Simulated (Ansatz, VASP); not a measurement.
## Zn in VASP and in Ansatz

The input INCAR:

```
SYSTEM = Zn
PREC = Accurate
ENCUT = 520
EDIFF = 1E-6
ISMEAR = 0
SIGMA = 0.15
LREAL = .False.
LASPH = .True.
NELM = 60
ALGO = Fast
ISIF = 2
LWAVE = .False.
LCHARG = .True.
GGA = PS
LELF = .True.
LVHAR = .True.
NBANDS = 19
```

KPOINTS

```
regular mesh
0
Gamma
  24 24 12
  0 0 0
```

File POSCAR:

```
Zn
1.0
    2.8705666839      0.0000000000      0.0000000000
   -1.4352833419      2.4859836715      0.0000000000
    0.0000000000      0.0000000000      4.2629368325
Zn
2
Direct
    0.3333333333      0.6666666667      0.2500000000
    0.6666666667      0.3333333333      0.7500000000
```

Input for Ansatz:

```yaml
crystal:
  lattice:
    - [2.8705666839, 0.0, 0.0]
    - [-1.4352833419, 2.4859836715, 0.0]
    - [0.0, 0.0, 4.2629368325]
  atoms:
    - { symbol: Zn, position: [0.3333333333, 0.6666666667, 0.25] }
    - { symbol: Zn, position: [0.6666666667, 0.3333333333, 0.75] }
basis:
  ecutwfc: 420
kpoints:
  mp_grid: { grid: [24, 24, 12] }
hamiltonian:
  xc: pbesol
scf:
  occupations: { method: gaussian, width: 0.15 }
output:
  forces: true
  stress: true
  eigenvalues: true
```

Alike in both runs: task single point; functional PBEsol; k mesh 24 × 24 × 12; occupations gaussian, width 0.15 eV; no spin polarisation.

|  | VASP | Ansatz |
| --- | --- | --- |
| version | VASP 6.6.1 | Ansatz 0.2.0 |
| potentials or method | VASP PAW PBE potentials, release 64 (Zn), cutoff 520 eV | scalar-relativistic, plane waves, PAW |
| valence electrons in the cell | 24 | 24 |

Ansatz gave:

```
gap on the k mesh at the Fermi level (eV)                     : none
pressure (GPa)                                                : -5.7
traceless stress, the component that is largest in VASP (GPa) : 0.53
```

Q: Estimate VASP's values.

A: gap on the k mesh at the Fermi level (eV): none; pressure (GPa): -5.4; traceless stress, the component that is largest in VASP (GPa): 0.61.

VASP's potentials were made for PBE, not for PBEsol. A gap of «none» marks a metal or a gap that the smearing closes.
